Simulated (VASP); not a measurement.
# Ge in VASP: notebook

Runs on Ge. Level: PBE. Tasks: single point.

Everything below comes from runs of VASP 6.6.1. Logs are shortened: lines on timing, memory, paths and dates and some standing lists are left out, and cuts for length are marked.

## (1) The cell of the first run

The typed cell holds 4 atoms: a = 6.053 Å, b = 6.053 Å, c = 2.509 Å, α = 90.00°, β = 90.00°, γ = 120.00°.

## (2) Single point, PBE

Input file INCAR:

```
ALGO = Normal
EDIFF = 1E-6
ENCUT = 520
GGA = PE
ISIF = 2
ISMEAR = 0
LASPH = True
LCHARG = True
LELF = True
LREAL = False
LVHAR = True
LWAVE = False
NBANDS = 36
NELM = 60
PREC = Accurate
SIGMA = 0.1
```

Input file KPOINTS:

```
k-points
0
Gamma
  6 6 4
```

Input file POSCAR:

```
Ge
1.0
    6.0529898692      0.0000000000      0.0000000000
   -3.0264949346      5.2420429956      0.0000000000
    0.0000000000      0.0000000000      2.5088437345
Ge
4
Direct
    0.5000000000      0.0000000000      0.0232562548
    0.0000000000      0.5000000000      0.0232562548
    0.5000000000      0.5000000000      0.0232562548
    0.0000000000      0.0000000000      1.0216075657
```

Potentials or basis: VASP PAW PBE potentials, release 64 (Ge_d).

The run is started by

```bash
> cat potpaw_PBE.64/Ge_d/POTCAR > POTCAR
> mpirun -np 1 vasp_std > vasp.out
```

OUTCAR:

```text
EDIFF = 1E-6
   ENCUT = 520
   GGA = PE
   ISIF = 2
   ISMEAR = 0
   LASPH = True
   LREAL = False
   NELM = 60
   PREC = Accurate

 ion  position               nearest neighbor table
   1  0.500  0.000  0.023-
   2  0.000  0.500  0.023-
   3  0.500  0.500  0.023-
   4  0.000  0.000  0.022-

  LATTYP: Found a hexagonal cell.
 ALAT       =     6.0529898692
 C/A-ratio  =     0.4144800815

  Lattice vectors:

 A1 = (   6.0529898692,   0.0000000000,   0.0000000000)
 A2 = (  -3.0264949346,   5.2420429956,   0.0000000000)
 A3 = (   0.0000000000,   0.0000000000,   2.5088437345)

Analysis of symmetry for initial positions (statically):
=====================================================================
 Subroutine PRICEL returns:
 Original cell was already a primitive cell.

 Routine SETGRP: Setting up the symmetry group for a
 hexagonal supercell.

 Subroutine GETGRP returns: Found 12 space group operations
 (whereof 12 operations were pure point group operations)
 out of a pool of 24 trial point group operations.

The static configuration has the point symmetry C_6v.

Analysis of symmetry for dynamics (positions and initial velocities):
=====================================================================
 Subroutine PRICEL returns:
 Original cell was already a primitive cell.

 Routine SETGRP: Setting up the symmetry group for a
 hexagonal supercell.

 Subroutine GETGRP returns: Found 12 space group operations
 (whereof 12 operations were pure point group operations)
 out of a pool of 24 trial point group operations.

The dynamic configuration has the point symmetry C_6v.

 Subroutine INISYM returns: Found 12 space group operations
 (whereof 12 operations are pure point group operations),
 and found     1 'primitive' translations

----------------------------------------------------------------------------------------

                                     Primitive cell

  volume of cell :      79.6057

  direct lattice vectors                    reciprocal lattice vectors
     6.052989869  0.000000000  0.000000000     0.165207612  0.095382659  0.000000000
    -3.026494935  5.242042996  0.000000000     0.000000000  0.190765318  0.000000000
     0.000000000  0.000000000  2.508843735     0.000000000  0.000000000  0.398589990

  length of vectors
     6.052989869  6.052989869  2.508843735     0.190765318  0.190765318  0.398589990

  position of ions in fractional coordinates (direct lattice)
     0.500000000  0.000000000  0.023256255
     1.000000000  0.500000000  0.023256255
     0.500000000  0.500000000  0.023256255
     0.000000000  0.000000000  0.021607566

  ion indices of the primitive-cell ions
   primitive index   ion index
                 1           1
                 2           2
                 3           3
                 4           4

----------------------------------------------------------------------------------------

 KPOINTS: k-points

Automatic generation of k-mesh.
 Grid dimensions read from file:
 generate k-points for:    6    6    4

 Generating k-lattice:

  Cartesian coordinates                     Fractional coordinates (reciprocal lattice)
     0.027534602  0.015897110  0.000000000     0.166666667  0.000000000  0.000000000
     0.000000000  0.031794220  0.000000000     0.000000000  0.166666667  0.000000000
     0.000000000  0.000000000  0.099647498     0.000000000  0.000000000  0.250000000

  Length of vectors
     0.031794220  0.031794220  0.099647498

  Shift w.r.t. Gamma in fractional coordinates (k-lattice)
     0.000000000  0.000000000  0.000000000

 Subroutine IBZKPT returns following result:
 ===========================================

 Found     21 irreducible k-points:

 Following reciprocal coordinates:
            Coordinates               Weight
  0.000000  0.000000  0.000000      1.000000
  0.166667  0.000000  0.000000      6.000000
  0.333333  0.000000  0.000000      6.000000
  0.500000 -0.000000  0.000000      3.000000
  0.166667  0.166667  0.000000      6.000000
  0.333333  0.166667  0.000000     12.000000
[... 13 lines left out ...]
  0.333333  0.166667  0.500000     12.000000
  0.333333  0.333333  0.500000      2.000000
   k-points           NKPTS =     21   k-points in BZ     NKDIM =     21   number of bands    NBANDS=     36
   number of dos      NEDOS =    301   number of ions     NIONS =      4
   total plane-waves  NPLWV =  46080
   dimension x,y,z NGX =    48 NGY =   48 NGZ =   20
   dimension x,y,z NGXF=    96 NGYF=   96 NGZF=   40
   ions per type =               4
   NGX,Y,Z   is equivalent  to a cutoff of  13.18, 13.18, 13.25 a.u.
   NGXF,Y,Z  is equivalent  to a cutoff of  26.37, 26.37, 26.51 a.u.
 SYSTEM =  unknown system
   PREC   = accura    normal or accurate (medium, high low for compatibility)
   ISTART =      0    job   : 0-new  1-cont  2-samecut
   ICHARG =      2    charge: 1-file 2-atom 10-const
   ISPIN  =      1    spin polarized calculation?
   LNONCOLLINEAR =      F non collinear calculations
   LSORBIT =      F    spin-orbit coupling
   LASPH  =      T    aspherical Exc in radial PAW
   ENCUT  =  520.0 eV  38.22 Ry    6.18 a.u.  11.25 11.25  4.66*2*pi/ulx,y,z
   NELM   =     60;   NELMIN=  2; NELMDL= -5     # of ELM steps
   EDIFF  = 0.1E-05   stopping-criterion for ELM
   LREAL  =      F    real-space projection
   EDIFFG = 0.1E-04   stopping-criterion for IOM
   NSW    =      0    number of steps for IOM
   IBRION =     -1    ionic relax: 0-MD 1-quasi-New 2-CG
   NFREE  =      0    steps in history (QN), initial steepest desc. (CG)
   ISIF   =      2    stress and relaxation
   ISYM   =      2    0-nonsym 1-usesym 2-fastsym
   POTIM  = 0.5000    time-step for ionic-motion
   TEBEG  =    0.0;   TEEND  =   0.0 temperature during run
   PSTRESS=    0.0 pullay stress
   NELECT =      56.0000    total number of electrons
   NUPDOWN=      -1.0000    fix difference up-down
   EMIN   =  10.00;   EMAX   =-10.00  energy-range for DOS
   EFERMI =   0.00;   METHOD = LEGACY
   ISMEAR =     0;   SIGMA  =   0.10  broadening in eV -4-tet -1-fermi 0-gaus
   EFERMI_NEDOS =   21; number of points for ismear=-14 and -15
   IALGO  =     38    algorithm
   IMIX   =      4    mixing-type and parameters
     AMIX     =   0.40;   BMIX     =  1.00
     AMIX_MAG =   1.60;   BMIX_MAG =  1.00
  volume/ion in A,a.u.               =      19.90       134.30
  Fermi-wavevector in a.u.,A,eV,Ry     =   1.455982  2.751408 28.842783  2.119885
  Thomas-Fermi vector in A             =   2.572954
   LORBIT       =      0    0 simple, 1 ext, 2 COOP (PROOUT), +10 PAW based schemes
   GGA     = PE    functional components
   LHFCALC =     F    Hartree Fock is set to
   AEXX    =    0.0000 exact exchange contribution
   IVDW    =     0    specifies the selected vdW correction
   LEPSILON=     F    determine dielectric tensor
   LRPA    =     F    only Hartree local field effects (RPA)
 non-spin polarized calculation
 Gauss-broadening in eV      SIGMA  =   0.10
  energy-cutoff  :      520.00
  volume of cell :       79.61
 maximum number of plane-waves:      2170
 NGX is ok and might be reduce to    48

 number of electron      56.0000024 magnetization

 Free energy of the ion-electron system (eV)
  ---------------------------------------------------
  ext. energy  EPLUGINS =         0.00000000
  ---------------------------------------------------
  free energy    TOTEN  =       -17.28482478 eV

  energy without entropy =      -17.27942540  energy(sigma->0) =      -17.28212509

 E-fermi :   6.3306     XC(G=0): -10.9579

 val. band max:        6.2413242113   @ k =   0.5000  -0.0000   0.2500
 cond. band min:       6.4128646923   @ k =   0.3333   0.0000   0.5000
 fundamental gap:      0.1715404810
 Fermi energy:         6.3306119010

 k-point     1 :       0.0000    0.0000    0.0000
  band No.  band energies     occupation
      1     -18.8274      2.00000
      2     -18.7981      2.00000
      3     -18.7981      2.00000
      4     -18.7981      2.00000
      5     -18.6245      2.00000
      6     -18.6245      2.00000
[... 28 lines left out ...]
     35      12.9264      0.00000
     36      15.8296      0.00000

 k-point     2 :       0.1667    0.0000    0.0000
  band No.  band energies     occupation
      1     -18.8251      2.00000
      2     -18.7998      2.00000
      3     -18.7973      2.00000
      4     -18.7973      2.00000
      5     -18.6240      2.00000
      6     -18.6207      2.00000
[... 28 lines left out ...]
     35      14.3838      0.00000
     36      15.9637      0.00000

 k-point     3 :       0.3333    0.0000    0.0000
  band No.  band energies     occupation
      1     -18.8192      2.00000
      2     -18.8045      2.00000
      3     -18.7957      2.00000
      4     -18.7957      2.00000
      5     -18.6224      2.00000
      6     -18.6169      2.00000
[... 28 lines left out ...]
     35      16.3564      0.00000
     36      17.1225      0.00000

 k-point     4 :       0.5000   -0.0000    0.0000
  band No.  band energies     occupation
      1     -18.8115      2.00000
      2     -18.8115      2.00000
      3     -18.7949      2.00000
      4     -18.7949      2.00000
      5     -18.6198      2.00000
      6     -18.6198      2.00000
[... 28 lines left out ...]
     35      16.9743      0.00000
     36      16.9743      0.00000

 k-point     5 :       0.1667    0.1667    0.0000
  band No.  band energies     occupation
      1     -18.8210      2.00000
      2     -18.8006      2.00000
      3     -18.8006      2.00000
      4     -18.7940      2.00000
      5     -18.6203      2.00000
      6     -18.6203      2.00000
[... 538 lines left out ...]
 k-point    19 :       0.1667    0.1667    0.5000
  band No.  band energies     occupation
      1     -18.6746      2.00000
      2     -18.6710      2.00000
      3     -18.6710      2.00000
      4     -18.6467      2.00000
      5     -18.6386      2.00000
      6     -18.6386      2.00000
[... 28 lines left out ...]
     35      11.1537      0.00000
     36      12.1270      0.00000

 k-point    20 :       0.3333    0.1667    0.5000
  band No.  band energies     occupation
      1     -18.6694      2.00000
      2     -18.6660      2.00000
      3     -18.6602      2.00000
      4     -18.6540      2.00000
      5     -18.6475      2.00000
      6     -18.6414      2.00000
[... 28 lines left out ...]
     35      11.5560      0.00000
     36      12.0246      0.00000

 k-point    21 :       0.3333    0.3333    0.5000
  band No.  band energies     occupation
      1     -18.6628      2.00000
      2     -18.6628      2.00000
      3     -18.6571      2.00000
      4     -18.6571      2.00000
      5     -18.6571      2.00000
      6     -18.6364      2.00000
[... 28 lines left out ...]
     35      11.4980      0.00000
     36      11.8542      0.00000

------------------------ aborting loop because EDIFF is reached ----------------------------------------

  FORCE on cell =-STRESS in cart. coord.  units (eV):
  Direction    XX          YY          ZZ          XY          YZ          ZX
  --------------------------------------------------------------------------------------
  -------------------------------------------------------------------------------------
  Total       -0.0230601     -0.0230601     -0.0791314      0.0000000      0.0000000      0.0000000
  in kB       -0.4641178     -0.4641178     -1.5926307      0.0000000      0.0000000      0.0000000
  external PRESSURE =      -0.8402888 kB  Pullay stress =       0.0000000 kB

 VOLUME and BASIS-vectors are now :
 -----------------------------------------------------------------------------
  energy-cutoff  :      520.00
  volume of cell :       79.61
      direct lattice vectors                 reciprocal lattice vectors
     6.052989869  0.000000000  0.000000000     0.165207612  0.095382659  0.000000000
    -3.026494935  5.242042996  0.000000000     0.000000000  0.190765318  0.000000000
     0.000000000  0.000000000  2.508843735     0.000000000  0.000000000  0.398589990

 POSITION                                       TOTAL-FORCE (eV/Angst)
 -----------------------------------------------------------------------------------
      3.02649      0.00000      0.05835         0.000000     -0.000000     -0.001328
     -1.51325      2.62102      0.05835         0.000000      0.000000     -0.001328
      1.51325      2.62102      0.05835        -0.000000      0.000000     -0.001328
      0.00000      0.00000      0.05421         0.000000     -0.000000      0.003983
 -----------------------------------------------------------------------------------
    total drift:                                0.000001      0.000002     -0.001652

  FREE ENERGIE OF THE ION-ELECTRON SYSTEM (eV)
  ---------------------------------------------------
  free  energy   TOTEN  =       -17.2848247780 eV

  energy  without entropy=      -17.2794253971  energy(sigma->0) =      -17.28212509
```

Wall time 87 s (1 thread of AMD EPYC 7R43 (Zen 3), shared host); peak memory 0.18 GiB.

What came out:

```yaml
Free_energy: -17.2848 eV
Pressure: -0.1 GPa
Largest_force: 0.004 eV/Å
Band_gap_on_the_k_mesh: zero (band 28 reaches 8.83 eV, above the bottom of band 29 at 4.90 eV)
```

Forces on the atoms (eV/Å):
```
Ge   0.000  0.000 -0.001
Ge   0.000  0.000 -0.001
Ge   0.000  0.000 -0.001
Ge   0.000  0.000  0.004
```

Levels at points of the mesh, in eV from the Fermi level:
| k point | band 25 | band 26 | band 27 | band 28 | band 29 | band 30 | band 31 | band 32 |
| --- | --- | --- | --- | --- | --- | --- | --- | --- |
| (0.00, 0.00, 0.00) | -5.60 | -5.60 | -5.60 | 2.50 | 2.50 | 2.50 | 5.78 | 5.78 |
| (0.50, 0.00, 0.00) | -3.58 | -3.58 | -1.52 | -1.52 | -0.52 | -0.52 | 3.74 | 3.74 |
| (0.00, 0.00, 0.50) | -3.65 | -2.87 | -2.87 | -2.87 | -1.43 | -1.43 | -1.43 | 3.46 |
| (0.50, 0.00, 0.50) | -4.21 | -4.21 | -2.97 | -2.97 | 0.97 | 0.97 | 2.64 | 2.64 |

Caveat: the k points lie up to 0.63 Å⁻¹ apart.

## (3) Single point, PBE

This run uses another cell than the first one: it holds 1 atom, not 4.

Input file INCAR:

```
  PREC = Accurate
  ENCUT = 520
  EDIFF = 1E-7
  ISMEAR = 0
  SIGMA = 0.1
  LREAL = False
  LASPH = True
  NELM = 100
  ALGO = Normal
  ISIF = 2
  LWAVE = False
  LCHARG = False
  GGA = PE
  NBANDS = 13
```

Input file KPOINTS:

```
Automatic mesh
0
Gamma
  24 24 20
```

Input file POSCAR:

```
Ge
1.0
    2.8788928563      0.0000000000      0.0000000000
   -1.4394464282      2.4931943483      0.0000000000
    0.0000000000      0.0000000000      2.6932567356
Ge
1
Direct
    0.0000000000      0.0000000000      0.5000000000
```

Potentials or basis: VASP PAW PBE potentials, release 64 (Ge_d).

The run is started by

```bash
> cat potpaw_PBE.64/Ge_d/POTCAR > POTCAR
> mpirun -np 1 vasp_std > vasp.out
```

It took 2.8 min on 1 thread of AMD EPYC 7R43 (Zen 3), shared host; peak memory 0.23 GiB.

Results (log left out):

| Quantity | Value |
| --- | --- |
| Free energy | -4.2757 eV |
| Pressure | 0.0 GPa |
| Band gap on the k mesh | zero (band 7 reaches 13.13 eV, above the bottom of band 8 at 3.02 eV) |

Levels at points of the mesh, in eV from the Fermi level:
```tsv
k point	band 3	band 4	band 5	band 6	band 7	band 8	band 9	band 10	band 11	band 12
(0.00, 0.00, 0.00)	-24.67	-24.53	-24.53	-12.98	6.63	8.12	8.12	10.17	14.04	14.04
(0.50, 0.00, 0.00)	-24.58	-24.55	-24.54	-8.11	-5.45	4.07	8.06	10.37	16.35	16.36
(0.00, 0.00, 0.50)	-24.60	-24.60	-24.56	-9.19	-5.77	10.97	10.97	16.52	17.39	17.39
(0.50, 0.00, 0.50)	-24.62	-24.55	-24.46	-3.96	-2.37	-1.84	3.48	6.95	12.28	13.83
```
